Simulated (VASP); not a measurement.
# Rh in VASP: further runs

Runs on Rh. Level: PBE+D3(BJ). Tasks: single point.

All numbers are computed with VASP 6.6.1; they aren't measurements. Logs are shortened: lines on timing, memory, paths and dates and some standing lists are left out, and cuts for length are marked.

**1. The cell of the first run**

The cell holds a slab with vacuum, 3 atoms: a = 2.683 Å, b = 2.683 Å, c = 18.381 Å, α = 90.00°, β = 90.00°, γ = 120.00°.

**2. Single point, PBE+D3(BJ)**

Contents of INCAR:

```
SYSTEM = Rh
PREC = Accurate ; ENCUT = 520
EDIFF = 1E-6 ; ISMEAR = 0
SIGMA = 0.1 ; LREAL = .FALSE.
LASPH = .TRUE. ; NELM = 100
ALGO = Normal ; ISIF = 2
LWAVE = .FALSE. ; LCHARG = .FALSE.
LDIPOL = .TRUE. ; IDIPOL = 3
DIPOL = 0.5 0.5 0.498 ; GGA = PE
IVDW = 12 ; NBANDS = 30
```

Contents of KPOINTS:

```
regular mesh
0
G
  12 12 1
  0 0 0
```

Contents of POSCAR:

```
Rh
1.0
    2.6825080231      0.0000000000      0.0000000000
   -1.3412540116      2.3231200939      0.0000000000
    0.0000000000      0.0000000000     18.3805172584
Rh
3
Direct
    0.6666666667      0.3333333333      0.3808380309
    0.3333333333      0.6666666667      0.4976525691
    0.0000000000      0.0000000000      0.6144545180
```

Potentials or basis: VASP PAW PBE potentials, release 64 (Rh_pv).

The run is started by

```console
> cat potpaw_PBE.64/Rh_pv/POTCAR > POTCAR
> mpirun -np 1 vasp_std > vasp.out
```

OUTCAR:

```text
SYSTEM = Rh
   PREC = Accurate
   ENCUT = 520
   EDIFF = 1E-6
   ISMEAR = 0
   LREAL = .FALSE.
   LASPH = .TRUE.
   NELM = 100
   ISIF = 2
   GGA = PE
   IVDW = 12
 IVDW          = 12

 ion  position               nearest neighbor table
   1  0.667  0.333  0.381-   2 2.65   2 2.65   2 2.65
   2  0.333  0.667  0.498-   3 2.65   3 2.65   3 2.65   1 2.65   1 2.65   1 2.65
   3  0.000  0.000  0.614-   2 2.65   2 2.65   2 2.65

  LATTYP: Found a hexagonal cell.
 ALAT       =     2.6825080231
 C/A-ratio  =     6.8519896679

  Lattice vectors:

 A1 = (   2.6825080231,   0.0000000000,   0.0000000000)
 A2 = (  -1.3412540116,   2.3231200939,   0.0000000000)
 A3 = (   0.0000000000,   0.0000000000,  18.3805172584)

Analysis of symmetry for initial positions (statically):
=====================================================================
 Subroutine PRICEL returns:
 Original cell was already a primitive cell.

 Routine SETGRP: Setting up the symmetry group for a
 hexagonal supercell.

 Subroutine GETGRP returns: Found  6 space group operations
 (whereof  6 operations were pure point group operations)
 out of a pool of 24 trial point group operations.

The static configuration has the point symmetry C_3v.

Analysis of symmetry for dynamics (positions and initial velocities):
=====================================================================
 Subroutine PRICEL returns:
 Original cell was already a primitive cell.

 Routine SETGRP: Setting up the symmetry group for a
 hexagonal supercell.

 Subroutine GETGRP returns: Found  6 space group operations
 (whereof  6 operations were pure point group operations)
 out of a pool of 24 trial point group operations.

The dynamic configuration has the point symmetry C_3v.

 Subroutine INISYM returns: Found  6 space group operations
 (whereof  6 operations are pure point group operations),
 and found     1 'primitive' translations

----------------------------------------------------------------------------------------

                                     Primitive cell

  volume of cell :     114.5435

  direct lattice vectors                    reciprocal lattice vectors
     2.682508023  0.000000000  0.000000000     0.372785465  0.215227788  0.000000000
    -1.341254012  2.323120094  0.000000000     0.000000000  0.430455577  0.000000000
     0.000000000  0.000000000 18.380517258     0.000000000  0.000000000  0.054405433

  length of vectors
     2.682508023  2.682508023 18.380517258     0.430455577  0.430455577  0.054405433

  position of ions in fractional coordinates (direct lattice)
     0.666666667  0.333333333  0.380838031
     0.333333333  0.666666667  0.497652569
     0.000000000  0.000000000  0.614454518

  ion indices of the primitive-cell ions
   primitive index   ion index
                 1           1
                 2           2
                 3           3

----------------------------------------------------------------------------------------

 KPOINTS: regular mesh

Automatic generation of k-mesh.
 Grid dimensions read from file:
 generate k-points for:   12   12    1

 Generating k-lattice:

  Cartesian coordinates                     Fractional coordinates (reciprocal lattice)
     0.031065455  0.017935649  0.000000000     0.083333333  0.000000000  0.000000000
     0.000000000  0.035871298  0.000000000     0.000000000  0.083333333  0.000000000
     0.000000000  0.000000000  0.054405433     0.000000000  0.000000000  1.000000000

  Length of vectors
     0.035871298  0.035871298  0.054405433

  Shift w.r.t. Gamma in fractional coordinates (k-lattice)
     0.000000000  0.000000000  0.000000000

 Subroutine IBZKPT returns following result:
 ===========================================

 Found     19 irreducible k-points:

 Following reciprocal coordinates:
            Coordinates               Weight
  0.000000  0.000000  0.000000      1.000000
  0.083333  0.000000  0.000000      6.000000
  0.166667  0.000000  0.000000      6.000000
  0.250000  0.000000  0.000000      6.000000
  0.333333  0.000000  0.000000      6.000000
  0.416667  0.000000  0.000000      6.000000
[... 11 lines left out ...]
  0.333333  0.250000  0.000000     12.000000
  0.333333  0.333333  0.000000      2.000000
   k-points           NKPTS =     19   k-points in BZ     NKDIM =     19   number of bands    NBANDS=     30
   number of dos      NEDOS =    301   number of ions     NIONS =      3
   total plane-waves  NPLWV =  56000
   dimension x,y,z NGX =    20 NGY =   20 NGZ =  140
   dimension x,y,z NGXF=    40 NGYF=   40 NGZF=  280
   ions per type =               3
   NGX,Y,Z   is equivalent  to a cutoff of  12.39, 12.39, 12.66 a.u.
   NGXF,Y,Z  is equivalent  to a cutoff of  24.79, 24.79, 25.33 a.u.
 SYSTEM =  Rh
   PREC   = accura    normal or accurate (medium, high low for compatibility)
   ISTART =      0    job   : 0-new  1-cont  2-samecut
   ICHARG =      2    charge: 1-file 2-atom 10-const
   ISPIN  =      1    spin polarized calculation?
   LNONCOLLINEAR =      F non collinear calculations
   LSORBIT =      F    spin-orbit coupling
   LASPH  =      T    aspherical Exc in radial PAW
   ENCUT  =  520.0 eV  38.22 Ry    6.18 a.u.   4.99  4.99 34.18*2*pi/ulx,y,z
   NELM   =    100;   NELMIN=  2; NELMDL= -5     # of ELM steps
   EDIFF  = 0.1E-05   stopping-criterion for ELM
   LREAL  =      F    real-space projection
   EDIFFG = 0.1E-04   stopping-criterion for IOM
   NSW    =      0    number of steps for IOM
   IBRION =     -1    ionic relax: 0-MD 1-quasi-New 2-CG
   NFREE  =      0    steps in history (QN), initial steepest desc. (CG)
   ISIF   =      2    stress and relaxation
   ISYM   =      2    0-nonsym 1-usesym 2-fastsym
   POTIM  = 0.5000    time-step for ionic-motion
   TEBEG  =    0.0;   TEEND  =   0.0 temperature during run
   PSTRESS=    0.0 pullay stress
   NELECT =      45.0000    total number of electrons
   NUPDOWN=      -1.0000    fix difference up-down
   EMIN   =  10.00;   EMAX   =-10.00  energy-range for DOS
   EFERMI =   0.00;   METHOD = LEGACY
   ISMEAR =     0;   SIGMA  =   0.10  broadening in eV -4-tet -1-fermi 0-gaus
   EFERMI_NEDOS =   21; number of points for ismear=-14 and -15
   IALGO  =     38    algorithm
   IMIX   =      4    mixing-type and parameters
     AMIX     =   0.40;   BMIX     =  1.00
     AMIX_MAG =   1.60;   BMIX_MAG =  1.00
  volume/ion in A,a.u.               =      38.18       257.66
  Fermi-wavevector in a.u.,A,eV,Ry     =   1.199008  2.265797 19.560020  1.437621
  Thomas-Fermi vector in A             =   2.334882
   LORBIT       =      0    0 simple, 1 ext, 2 COOP (PROOUT), +10 PAW based schemes
   GGA     = PE    functional components
   LHFCALC =     F    Hartree Fock is set to
   AEXX    =    0.0000 exact exchange contribution
   IVDW    =    12    specifies the selected vdW correction
   LEPSILON=     F    determine dielectric tensor
   LRPA    =     F    only Hartree local field effects (RPA)
 non-spin polarized calculation
 Gauss-broadening in eV      SIGMA  =   0.10
  energy-cutoff  :      520.00
  volume of cell :      114.54
 maximum number of plane-waves:      3123
 NGX is ok and might be reduce to    20

 dipolmoment           0.000000      0.000000     -0.000005 electrons x Angstroem

 number of electron      45.0000003 magnetization

 dipolmoment           0.000000      0.000000      0.000003 electrons x Angstroem

 Free energy of the ion-electron system (eV)
  ---------------------------------------------------
  ext. energy  EPLUGINS =         0.00000000
  ---------------------------------------------------
  free energy    TOTEN  =       -20.20525340 eV

  energy without entropy =      -20.17943284  energy(sigma->0) =      -20.19234312

 E-fermi :   1.0533     XC(G=0):  -6.0402

 val. band max:        1.0480035908   @ k =   0.4167   0.0000   0.0000
 cond. band min:       1.0622311289   @ k =   0.1667   0.0833   0.0000
 fundamental gap:      0.0142275381
 Fermi energy:         1.0532722104

 k-point     1 :       0.0000    0.0000    0.0000
  band No.  band energies     occupation
      1     -46.0094      2.00000
      2     -45.5346      2.00000
      3     -45.5346      2.00000
      4     -45.2635      2.00000
      5     -45.1401      2.00000
      6     -45.0542      2.00000
[... 22 lines left out ...]
     29       5.8449      0.00000
     30       6.4229      0.00000

 k-point     2 :       0.0833    0.0000    0.0000
  band No.  band energies     occupation
      1     -45.9999      2.00000
      2     -45.5799      2.00000
      3     -45.5444      2.00000
      4     -45.2520      2.00000
      5     -45.1456      2.00000
      6     -45.0897      2.00000
[... 22 lines left out ...]
     29       6.0385      0.00000
     30       6.6573      0.00000

 k-point     3 :       0.1667    0.0000    0.0000
  band No.  band energies     occupation
      1     -45.9748      2.00000
      2     -45.6961      2.00000
      3     -45.5710      2.00000
      4     -45.2302      2.00000
      5     -45.2032      2.00000
      6     -45.1934      2.00000
[... 22 lines left out ...]
     29       6.6109      0.00000
     30       7.3577      0.00000

 k-point     4 :       0.2500    0.0000    0.0000
  band No.  band energies     occupation
      1     -45.9436      2.00000
      2     -45.8462      2.00000
      3     -45.6072      2.00000
      4     -45.3423      2.00000
      5     -45.3244      2.00000
      6     -45.2011      2.00000
[... 451 lines left out ...]
     29      10.7732      0.00000
     30      11.3978      0.00000

 k-point    18 :       0.3333    0.2500    0.0000
  band No.  band energies     occupation
      1     -46.0294      2.00000
      2     -45.8818      2.00000
      3     -45.8627      2.00000
      4     -45.5203      2.00000
      5     -45.4672      2.00000
      6     -45.3560      2.00000
[... 22 lines left out ...]
     29      10.1274      0.00000
     30      10.6942      0.00000

 k-point    19 :       0.3333    0.3333    0.0000
  band No.  band energies     occupation
      1     -45.9587      2.00000
      2     -45.9586      2.00000
      3     -45.8737      2.00000
      4     -45.4553      2.00000
      5     -45.4455      2.00000
      6     -45.4453      2.00000
[... 22 lines left out ...]
     29      10.2197      0.00000
     30      10.2198      0.00000

------------------------ aborting loop because EDIFF is reached ----------------------------------------

 vacuum level on the upper side and lower side of the slab       (xc-potential included)        -0.135        -0.134

 Edisp (eV)   -1.30324

 E8    (eV) :    -0.6125

  FORCE on cell =-STRESS in cart. coord.  units (eV):
  Direction    XX          YY          ZZ          XY          YZ          ZX
  --------------------------------------------------------------------------------------
  -------------------------------------------------------------------------------------
  Total      -1.58157    -1.58157     0.00607     0.00000     0.00000     0.00000
  in kB     -22.12218   -22.12218     0.08487     0.00000     0.00000     0.00000
  external pressure =      -14.72 kB  Pullay stress =        0.00 kB

 VOLUME and BASIS-vectors are now :
 -----------------------------------------------------------------------------
  energy-cutoff  :      520.00
  volume of cell :      114.54
      direct lattice vectors                 reciprocal lattice vectors
     2.682508023  0.000000000  0.000000000     0.372785465  0.215227788  0.000000000
    -1.341254012  2.323120094  0.000000000     0.000000000  0.430455577  0.000000000
     0.000000000  0.000000000 18.380517258     0.000000000  0.000000000  0.054405433

 POSITION                                       TOTAL-FORCE (eV/Angst)
 -----------------------------------------------------------------------------------
      1.34125      0.77437      7.00000        -0.000000      0.000000     -0.009783
     -0.00000      1.54875      9.14711         0.000000     -0.000000     -0.001389
      0.00000      0.00000     11.29399        -0.000000     -0.000000      0.011172
 -----------------------------------------------------------------------------------
    total drift:                                0.000000      0.000000      0.000084

  FREE ENERGIE OF THE ION-ELECTRON SYSTEM (eV)
  ---------------------------------------------------
  free  energy   TOTEN  =       -21.5084888755 eV

  energy  without entropy=      -21.4826683140  energy(sigma->0) =      -21.49557859

 vacuum level on the upper side and lower side of the slab         6.044         6.047
```

It took 40 s on 1 thread of Intel Xeon 6975P-C (Granite Rapids), shared host; peak memory 0.24 GiB.

Results:

```yaml
Free_energy: -21.5085 eV
Largest_force: 0.011 eV/Å
Band_gap_on_the_k_mesh: zero (an odd number of electrons rules out a gap without spin polarisation)
Dispersion_energy_per_atom: -0.434 eV
```

Forces on the atoms (eV/Å):
```
Rh   0.000  0.000 -0.010
Rh   0.000  0.000 -0.001
Rh   0.000  0.000  0.011
```

**3. Single point, PBE+D3(BJ)**

This run uses another cell than the first one: it holds 12 atoms, not 3.

Contents of INCAR:

```
  ALGO = Normal
  DIPOL = 0.5 0.5 0.283
  EDIFF = 1E-6
  ENCUT = 520
  GGA = PE
  IDIPOL = 3
  ISIF = 2
  ISMEAR = 0
  IVDW = 12
  LASPH = True
  LCHARG = False
  LDIPOL = True
  LREAL = False
  LWAVE = False
  NBANDS = 102
  NELM = 60
  PREC = Accurate
  SIGMA = 0.1
```

Contents of KPOINTS:

```
k-points
0
Gamma
  6 6 1
```

Contents of POSCAR:

```
Rh
1.0
    5.3650160462      0.0000000000      0.0000000000
   -2.6825080231      4.6462401878      0.0000000000
    0.0000000000      0.0000000000     21.6939918735
Rh
12
Direct
    0.3333333333      0.1666666667      0.1843828477
    0.3333333333      0.6666666667      0.1843828477
    0.8333333333      0.1666666667      0.1843828477
    0.8333333333      0.6666666667      0.1843828477
    0.1666666667      0.3333333333      0.2833554871
    0.1666666667      0.8333333333      0.2833554871
    0.6666666667      0.3333333333      0.2833554871
    0.6666666667      0.8333333333      0.2833554871
    0.0000000000      0.0000000000      0.3823174601
    0.0000000000      0.5000000000      0.3823174601
    0.5000000000      0.0000000000      0.3823174601
    0.5000000000      0.5000000000      0.3823174601
```

Potentials or basis: VASP PAW PBE potentials, release 64 (Rh_pv).

The run is started by

```console
> cat potpaw_PBE.64/Rh_pv/POTCAR > POTCAR
> mpirun -np 1 vasp_std > vasp.out
```

It took 8.7 min on 1 thread of Intel Xeon 6975P-C (Granite Rapids), shared host; peak memory 0.67 GiB.

Results (log left out):

- Free energy: -86.0296 eV
- Largest force: 0.011 eV/Å
- Band gap on the k mesh: zero (bands 90 and 91 overlap by 0.77 eV)
- Dispersion energy per atom: -0.434 eV

Forces on the atoms (eV/Å):
```
Rh   0.000  0.000 -0.009
Rh   0.000  0.000 -0.009
Rh   0.000  0.000 -0.009
Rh   0.000  0.000 -0.009
Rh   0.000  0.000 -0.002
Rh   0.000  0.000 -0.002
Rh   0.000  0.000 -0.002
Rh   0.000  0.000 -0.002
Rh   0.000  0.000  0.011
Rh   0.000  0.000  0.011
Rh   0.000  0.000  0.011
Rh   0.000  0.000  0.011
```

Levels at points of the mesh, in eV from the Fermi level:
```tsv
k point	band 87	band 88	band 89	band 90	band 91	band 92	band 93	band 94	band 95	band 96
(0.00, 0.00, 0.00)	0.28	0.28	0.43	0.43	0.58	0.58	0.58	1.02	1.02	1.02
(0.50, 0.00, 0.00)	-0.79	-0.79	-0.41	-0.41	-0.34	-0.34	-0.04	-0.04	0.30	0.30
```
